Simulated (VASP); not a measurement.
# Hg (P6_3/mmc) in VASP: a series of runs

Runs on Hg. Level: PBE. Tasks: single point, relaxation of cell and atoms.

All numbers are computed with VASP 6.6.1; they aren't measurements. Logs are shortened: lines on timing, memory, paths and dates and some standing lists are left out, and cuts for length are marked.

### Step 1. The cell of the first run

Symmetry: P6_3/mmc, No. 194, hexagonal system. The conventional cell has a = 3.590 Å, b = 3.590 Å, c = 5.616 Å, α = 90.00°, β = 90.00°, γ = 120.00°. Within 4.6 Å of Hg (site symmetry -6m2) lie 12 Hg at 3.49 to 3.59 Å.

### Step 2. Single point, PBE

INCAR

```
SYSTEM = Hg
ALGO = Normal ; EDIFF = 1E-6
ENCUT = 520 ; GGA = PE
ISIF = 2 ; ISMEAR = -1
LASPH = .True. ; LCHARG = .False.
LREAL = .False. ; LWAVE = .False.
NBANDS = 19 ; NELM = 80
PREC = Accurate ; SIGMA = 0.03
```

KPOINTS

```
k-points
0
Gamma
  13 13 7
  0 0 0
```

POSCAR

```
Hg
1.0
    3.5901800970      0.0000000000      0.0000000000
   -1.7950900485      3.1091871681      0.0000000000
    0.0000000000      0.0000000000      5.6163146195
Hg
2
Direct
    0.3333333333      0.6666666667      0.2500000000
    0.6666666667      0.3333333333      0.7500000000
```

Potentials or basis: VASP PAW PBE potentials, release 64 (Hg).

Launch:

```console
$ cat potpaw_PBE.64/Hg/POTCAR > POTCAR
$ mpirun -np 1 vasp_std > vasp.out
```

OUTCAR:

```text
SYSTEM = Hg
   EDIFF = 1E-6
   ENCUT = 520
   GGA = PE
   ISIF = 2
   ISMEAR = -1
   LASPH = .True.
   LREAL = .False.
   NELM = 80
   PREC = Accurate

 ion  position               nearest neighbor table
   1  0.333  0.667  0.250-   2 3.49   2 3.49   2 3.49   2 3.49   2 3.49   2 3.49
   2  0.667  0.333  0.750-   1 3.49   1 3.49   1 3.49   1 3.49   1 3.49   1 3.49

  LATTYP: Found a hexagonal cell.
 ALAT       =     3.5901800970
 C/A-ratio  =     1.5643545638

  Lattice vectors:

 A1 = (   3.5901800970,   0.0000000000,   0.0000000000)
 A2 = (  -1.7950900485,   3.1091871681,   0.0000000000)
 A3 = (   0.0000000000,   0.0000000000,   5.6163146195)

Analysis of symmetry for initial positions (statically):
=====================================================================
 Subroutine PRICEL returns:
 Original cell was already a primitive cell.

 Routine SETGRP: Setting up the symmetry group for a
 hexagonal supercell.

 Subroutine GETGRP returns: Found 24 space group operations
 (whereof 12 operations were pure point group operations)
 out of a pool of 24 trial point group operations.

The static configuration has the point symmetry D_3d.
 The point group associated with its full space group is D_6h.

Analysis of symmetry for dynamics (positions and initial velocities):
=====================================================================
 Subroutine PRICEL returns:
 Original cell was already a primitive cell.

 Routine SETGRP: Setting up the symmetry group for a
 hexagonal supercell.

 Subroutine GETGRP returns: Found 24 space group operations
 (whereof 12 operations were pure point group operations)
 out of a pool of 24 trial point group operations.

The dynamic configuration has the point symmetry D_3d.
 The point group associated with its full space group is D_6h.

 Subroutine INISYM returns: Found 24 space group operations
 (whereof 12 operations are pure point group operations),
 and found     1 'primitive' translations

----------------------------------------------------------------------------------------

                                     Primitive cell

  volume of cell :      62.6923

  direct lattice vectors                    reciprocal lattice vectors
     3.590180097  0.000000000  0.000000000     0.278537559  0.160813735  0.000000000
    -1.795090049  3.109187168  0.000000000     0.000000000  0.321627469  0.000000000
     0.000000000  0.000000000  5.616314619     0.000000000  0.000000000  0.178052703

  length of vectors
     3.590180097  3.590180097  5.616314619     0.321627469  0.321627469  0.178052703

  position of ions in fractional coordinates (direct lattice)
     0.333333333  0.666666667  0.250000000
     0.666666667  0.333333333  0.750000000

  ion indices of the primitive-cell ions
   primitive index   ion index
                 1           1
                 2           2

----------------------------------------------------------------------------------------

 KPOINTS: k-points

Automatic generation of k-mesh.
 Grid dimensions read from file:
 generate k-points for:   13   13    7

 Generating k-lattice:

  Cartesian coordinates                     Fractional coordinates (reciprocal lattice)
     0.021425966  0.012370287  0.000000000     0.076923077  0.000000000  0.000000000
     0.000000000  0.024740575  0.000000000     0.000000000  0.076923077  0.000000000
     0.000000000  0.000000000  0.025436100     0.000000000  0.000000000  0.142857143

  Length of vectors
     0.024740575  0.024740575  0.025436100

  Shift w.r.t. Gamma in fractional coordinates (k-lattice)
     0.000000000  0.000000000  0.000000000

 Subroutine IBZKPT returns following result:
 ===========================================

 Found     84 irreducible k-points:

 Following reciprocal coordinates:
            Coordinates               Weight
  0.000000  0.000000  0.000000      1.000000
  0.076923  0.000000  0.000000      6.000000
  0.153846  0.000000  0.000000      6.000000
  0.230769 -0.000000  0.000000      6.000000
  0.307692  0.000000  0.000000      6.000000
  0.384615  0.000000  0.000000      6.000000
[... 16 lines left out ...]
  0.076923  0.000000  0.142857     12.000000
  0.153846  0.000000  0.142857     12.000000
 [... further k-points ...]
   k-points           NKPTS =     84   k-points in BZ     NKDIM =     84   number of bands    NBANDS=     19
   number of dos      NEDOS =    301   number of ions     NIONS =      2
   total plane-waves  NPLWV =  32928
   dimension x,y,z NGX =    28 NGY =   28 NGZ =   42
   dimension x,y,z NGXF=    56 NGYF=   56 NGZF=   84
   ions per type =               2
   NGX,Y,Z   is equivalent  to a cutoff of  12.97, 12.97, 12.43 a.u.
   NGXF,Y,Z  is equivalent  to a cutoff of  25.93, 25.93, 24.86 a.u.
 SYSTEM =  Hg
   PREC   = accura    normal or accurate (medium, high low for compatibility)
   ISTART =      0    job   : 0-new  1-cont  2-samecut
   ICHARG =      2    charge: 1-file 2-atom 10-const
   ISPIN  =      1    spin polarized calculation?
   LNONCOLLINEAR =      F non collinear calculations
   LSORBIT =      F    spin-orbit coupling
   LASPH  =      T    aspherical Exc in radial PAW
   ENCUT  =  520.0 eV  38.22 Ry    6.18 a.u.   6.68  6.68 10.44*2*pi/ulx,y,z
   NELM   =     80;   NELMIN=  2; NELMDL= -5     # of ELM steps
   EDIFF  = 0.1E-05   stopping-criterion for ELM
   LREAL  =      F    real-space projection
   EDIFFG = 0.1E-04   stopping-criterion for IOM
   NSW    =      0    number of steps for IOM
   IBRION =     -1    ionic relax: 0-MD 1-quasi-New 2-CG
   NFREE  =      0    steps in history (QN), initial steepest desc. (CG)
   ISIF   =      2    stress and relaxation
   ISYM   =      2    0-nonsym 1-usesym 2-fastsym
   POTIM  = 0.5000    time-step for ionic-motion
   TEBEG  =    0.0;   TEEND  =   0.0 temperature during run
   PSTRESS=    0.0 pullay stress
   NELECT =      24.0000    total number of electrons
   NUPDOWN=      -1.0000    fix difference up-down
   EMIN   =  10.00;   EMAX   =-10.00  energy-range for DOS
   EFERMI =   0.00;   METHOD = LEGACY
   ISMEAR =    -1;   SIGMA  =   0.03  broadening in eV -4-tet -1-fermi 0-gaus
   EFERMI_NEDOS =   21; number of points for ismear=-14 and -15
   IALGO  =     38    algorithm
   IMIX   =      4    mixing-type and parameters
     AMIX     =   0.40;   BMIX     =  1.00
     AMIX_MAG =   1.60;   BMIX_MAG =  1.00
  volume/ion in A,a.u.               =      31.35       211.53
  Fermi-wavevector in a.u.,A,eV,Ry     =   1.188704  2.246325 19.225267  1.413017
  Thomas-Fermi vector in A             =   2.324828
   LORBIT       =      0    0 simple, 1 ext, 2 COOP (PROOUT), +10 PAW based schemes
   GGA     = PE    functional components
   LHFCALC =     F    Hartree Fock is set to
   AEXX    =    0.0000 exact exchange contribution
   IVDW    =     0    specifies the selected vdW correction
   LEPSILON=     F    determine dielectric tensor
   LRPA    =     F    only Hartree local field effects (RPA)
 non-spin polarized calculation
  energy-cutoff  :      520.00
  volume of cell :       62.69
 maximum number of plane-waves:      1725
 NGX is ok and might be reduce to    28
   NGX = 13   NGY = 13   NGZ = 21

 number of electron      24.0000005 magnetization

 Free energy of the ion-electron system (eV)
  ---------------------------------------------------
  ext. energy  EPLUGINS =         0.00000000
  ---------------------------------------------------
  free energy    TOTEN  =        -0.37738329 eV

  energy without entropy =       -0.37737002  energy(sigma->0) =       -0.37737666

 E-fermi :   0.3790     XC(G=0):  -9.3326

 val. band max:        0.2058456176   @ k =   0.2308   0.2308   0.0000
 cond. band min:       0.4948886221   @ k =   0.0000   0.0000   0.0000
 fundamental gap:      0.2890430045
 Fermi energy:         0.3790293837

 k-point     1 :       0.0000    0.0000    0.0000
  band No.  band energies     occupation
      1      -6.1898      2.00000
      2      -5.8757      2.00000
      3      -5.3851      2.00000
      4      -5.3851      2.00000
      5      -5.3688      2.00000
      6      -5.3047      2.00000
[... 11 lines left out ...]
     18      12.8078      0.00000
     19      13.4654      0.00000

 k-point     2 :       0.0769    0.0000    0.0000
  band No.  band energies     occupation
      1      -6.0932      2.00000
      2      -5.8405      2.00000
      3      -5.4282      2.00000
      4      -5.3551      2.00000
      5      -5.3202      2.00000
      6      -5.3047      2.00000
[... 11 lines left out ...]
     18      13.5410      0.00000
     19      14.0107      0.00000

 k-point     3 :       0.1538    0.0000    0.0000
  band No.  band energies     occupation
      1      -5.8479      2.00000
      2      -5.7639      2.00000
      3      -5.4478      2.00000
      4      -5.3419      2.00000
      5      -5.3191      2.00000
      6      -5.3132      2.00000
[... 11 lines left out ...]
     18      12.8891      0.00000
     19      13.1018      0.00000

 k-point     4 :       0.2308   -0.0000    0.0000
  band No.  band energies     occupation
      1      -5.7406      2.00000
      2      -5.6762      2.00000
      3      -5.4420      2.00000
      4      -5.3714      2.00000
      5      -5.3680      2.00000
      6      -5.2436      2.00000
[... 11 lines left out ...]
     18      11.8829      0.00000
     19      12.6173      0.00000

 k-point     5 :       0.3077    0.0000    0.0000
  band No.  band energies     occupation
      1      -5.7894      2.00000
      2      -5.6626      2.00000
      3      -5.5599      2.00000
      4      -5.4225      2.00000
      5      -5.2784      2.00000
      6      -5.1248      2.00000
[... 11 lines left out ...]
     18      11.4016      0.00000
     19      11.9627      0.00000
[... 334 lines left out ...]
      2      -5.5323      2.00000
      3      -5.5317      2.00000
      4      -5.3809      2.00000
      5      -5.3111      2.00000
      6      -5.2925      2.00000
[... 11 lines left out ...]
     18       6.8428      0.00000
     19       9.6377      0.00000

 k-point    22 :       0.0000    0.0000    0.1429
  band No.  band energies     occupation
      1      -6.0764      2.00000
      2      -5.8548      2.00000
      3      -5.4175      2.00000
      4      -5.4175      2.00000
      5      -5.3820      2.00000
      6      -5.3232      2.00000
[... 11 lines left out ...]
     18      12.7340      0.00000
     19      12.8856      0.00000

 k-point    23 :       0.0769    0.0000    0.1429
  band No.  band energies     occupation
      1      -5.9828      2.00000
      2      -5.8190      2.00000
      3      -5.4426      2.00000
      4      -5.3953      2.00000
      5      -5.3662      2.00000
      6      -5.3286      2.00000
[... 11 lines left out ...]
     18      12.7680      0.00000
     19      13.2341      0.00000

 k-point    24 :       0.1538    0.0000    0.1429
  band No.  band energies     occupation
      1      -5.7690      2.00000
      2      -5.7391      2.00000
      3      -5.4657      2.00000
      4      -5.3660      2.00000
      5      -5.3557      2.00000
      6      -5.2815      2.00000
[... 11 lines left out ...]
     18      12.7105      0.00000
     19      12.9648      0.00000

 [... further k-points ...]
[... 5 lines left out ...]
  --------------------------------------------------------------------------------------
  -------------------------------------------------------------------------------------
  Total        0.0112012      0.0112012     -0.0000938      0.0000000      0.0000000      0.0000000
  in kB        0.2862590      0.2862590     -0.0023976      0.0000000      0.0000000      0.0000000
  external PRESSURE =       0.1900401 kB  Pullay stress =       0.0000000 kB

 VOLUME and BASIS-vectors are now :
 -----------------------------------------------------------------------------
  energy-cutoff  :      520.00
  volume of cell :       62.69
      direct lattice vectors                 reciprocal lattice vectors
     3.590180097  0.000000000  0.000000000     0.278537559  0.160813735  0.000000000
    -1.795090049  3.109187168  0.000000000     0.000000000  0.321627469  0.000000000
     0.000000000  0.000000000  5.616314619     0.000000000  0.000000000  0.178052703

 POSITION                                       TOTAL-FORCE (eV/Angst)
 -----------------------------------------------------------------------------------
     -0.00000      2.07279      1.40408         0.000000      0.000000      0.000000
      1.79509      1.03640      4.21224        -0.000000     -0.000000      0.000000
 -----------------------------------------------------------------------------------
    total drift:                               -0.000000      0.000000     -0.000000

  FREE ENERGIE OF THE ION-ELECTRON SYSTEM (eV)
  ---------------------------------------------------
  free  energy   TOTEN  =        -0.3773832917 eV

  energy  without entropy=       -0.3773700191  energy(sigma->0) =       -0.37737666
```

It took 50 s on 1 thread of Intel Xeon Platinum 8259CL at 2.50GHz (Skylake/Cascade Lake), shared host; peak memory 0.22 GiB.

What came out:

* Free energy: -0.3774 eV
* Pressure: 0.0 GPa
* Band gap on the k mesh: 0.29 eV, indirect (least direct gap 1.36 eV)

Caveat: spin-orbit coupling is left out, which moves the levels of the heavy elements. A k mesh can miss the band edges.

### Step 3. Single point, PBE (z stretched by +4 % at fixed volume)

INCAR

```
SYSTEM = Hg
PREC = Accurate ; ENCUT = 520
EDIFF = 1E-7 ; ISMEAR = -1
SIGMA = 0.03 ; LREAL = .False.
LASPH = .True. ; NELM = 60
ALGO = Normal ; ISIF = 2
LWAVE = .False. ; LCHARG = .False.
GGA = PE ; NBANDS = 19
```

KPOINTS

```
Automatic mesh
0
Gamma
  13 13 7
  0 0 0
```

POSCAR

```
Hg
1.0
    3.5204612254      0.0000000000      0.0000000000
   -1.7602306127      3.0488088542      0.0000000000
    0.0000000000      0.0000000000      5.8409672043
Hg
2
Direct
    0.3333333333      0.6666666667      0.2500000000
    0.6666666667      0.3333333333      0.7500000000
```

Potentials or basis: VASP PAW PBE potentials, release 64 (Hg).

Launch:

```console
$ cat potpaw_PBE.64/Hg/POTCAR > POTCAR
$ mpirun -np 1 vasp_std > vasp.out
```

Wall time 50 s (1 thread of Intel Xeon Platinum 8259CL at 2.50GHz (Skylake/Cascade Lake), shared host); peak memory 0.23 GiB.

The run converged. Its results:

| Quantity | Value |
| --- | --- |
| Free energy | -0.3726 eV |
| Pressure | 0.0 GPa |
| Band gap on the k mesh | 0.15 eV, indirect (least direct gap 1.38 eV) |

Stress tensor (GPa, compression positive):
```
 0.24  0.00  0.00
 0.00  0.24  0.00
 0.00  0.00 -0.37
```

Levels at points of the mesh, in eV from the valence-band top:
```csv
k point,band 9,band 10,band 11,band 12,band 13,band 14,band 15,band 16
"(0.00, 0.00, 0.00)",-5.33,-4.97,-4.97,-1.51,0.15,11.18,11.18,12.64
```

Caveat: the cell differs from its parent crystal (z stretched by +4 % at fixed volume); spin-orbit coupling is left out, which moves the levels of the heavy elements. A k mesh can miss the band edges.

### Step 4. Relaxation of cell and atoms, PBE

This run uses another cell than the first one, of 21.75 Å³/atom, 0.694 times its volume.

INCAR

```
PREC = Accurate
ENCUT = 600
EDIFF = 1E-6
ISMEAR = -1
SIGMA = 0.03
LREAL = False
LASPH = True
NELM = 100
ALGO = Normal
ISIF = 3
LWAVE = False
LCHARG = False
GGA = PE
IBRION = 2
NSW = 100
EDIFFG = -0.005
```

KPOINTS

```
Automatic mesh
0
Gamma
  13 13 7
```

POSCAR

```
Hg
1.0
    3.1416208865      0.0000000000      0.0000000000
   -1.5708104433      2.7207234968      0.0000000000
    0.0000000000      0.0000000000      5.0894258362
Hg
2
Direct
    0.3333333333      0.6666666667      0.2500000000
    0.6666666667      0.3333333333      0.7500000000
```

Launch:

```console
$ cat potpaw_PBE.64/Hg/POTCAR > POTCAR
$ mpirun -np 1 vasp_std > vasp.out
```

Run time: 5.4 min. Hardware: 1 thread of Intel Xeon Platinum 8259CL at 2.50GHz (Skylake/Cascade Lake), shared host; peak memory 0.22 GiB.

Results (log left out):

```
Free energy                            : -0.3694 eV
Relaxed volume                         : 31.63 Å³/atom
Relaxed cell                           : a = 3.611 Å, b = 3.611 Å, c = 5.602 Å, α = 90.00°, β = 90.00°, γ = 120.00°
Space group after relaxing (to 0.05 Å) : P6_3/mmc (No. 194)
Energy gained by relaxing              : 179.2 meV/atom
Ionic steps                            : 12
Pressure after relaxing                : 0.0 GPa
Band gap on the k mesh                 : 0.37 eV, indirect (least direct gap 1.36 eV)
```

Step by step:
| step | energy change (eV) | largest force (eV/Å) | pressure (GPa) | volume (Å³) |
| --- | --- | --- | --- | --- |
| 1 | 0.0000 | 0.0000 | 10.11 | 43.50 |
| 2 | -0.2989 | 0.0000 | 2.12 | 52.73 |
| 3 | -0.3340 | 0.0000 | 1.22 | 56.14 |
| 4 | -0.3561 | 0.0000 | -0.01 | 63.39 |
| 5 | -0.3561 | 0.0000 | 0.01 | 62.94 |
| 6 | -0.3566 | 0.0000 | -0.02 | 62.96 |
| 7 | -0.3576 | 0.0000 | 0.02 | 63.00 |
| 8 | -0.3584 | 0.0000 | 0.02 | 63.07 |
| 9 | -0.3584 | 0.0000 | 0.02 | 63.08 |
| 10 | -0.3584 | 0.0000 | 0.04 | 63.07 |
| 11 | -0.3584 | 0.0000 | 0.03 | 63.07 |
| 12 | -0.3584 | 0.0000 | 0.00 | 63.26 |

Final structure:
```
Hg
1.0
     3.61113    0.00000    0.00000
    -1.80556    3.12733    0.00000
     0.00000    0.00000    5.60197
Hg
2
Direct
  0.33333 0.66667 0.25000
  0.66667 0.33333 0.75000
```

Levels at points of the mesh, in eV from the valence-band top:
```
           k point  band 10  band 11  band 12  band 13  band 14  band 15
(0.00, 0.00, 0.00)    -5.00    -5.00    -0.99     0.37    10.29    10.29
```

Caveat: the volume moved by over 15 % at a fixed basis, so the end points are rough; spin-orbit coupling is left out, which moves the levels of the heavy elements. A k mesh can miss the band edges.

### Step 5. Overview

| task | cell | cutoff (eV) | gap on the mesh (eV) | pressure (GPa) |
| --- | --- | --- | --- | --- |
| single point | a = 3.590, b = 3.590, c = 5.616 Å, angles 90.0, 90.0, 120.0°, 2 atoms | 520 | 0.29 | 0.0 |
| single point | a = 3.520, b = 3.520, c = 5.841 Å, angles 90.0, 90.0, 120.0°, 2 atoms | 520 | 0.15 | 0.0 |
| relaxation of cell and atoms | relaxed from a = 3.142, b = 3.142, c = 5.089 Å, angles 90.0, 90.0, 120.0°, 2 atoms | 600 | 0.37 | 0.0 |

Alike in all rows: level PBE; potentials or basis VASP PAW PBE potentials, release 64 (Hg); no spin polarisation; k mesh 13 × 13 × 7; smearing fermi-dirac 0.03 eV.

Caveats: spin-orbit coupling is left out, which moves the levels of the heavy elements; the volume moved by over 15 % at a fixed basis, so the end points are rough (some runs).

Total energies depend on the potentials used, so only differences within one code and one set of settings carry meaning.
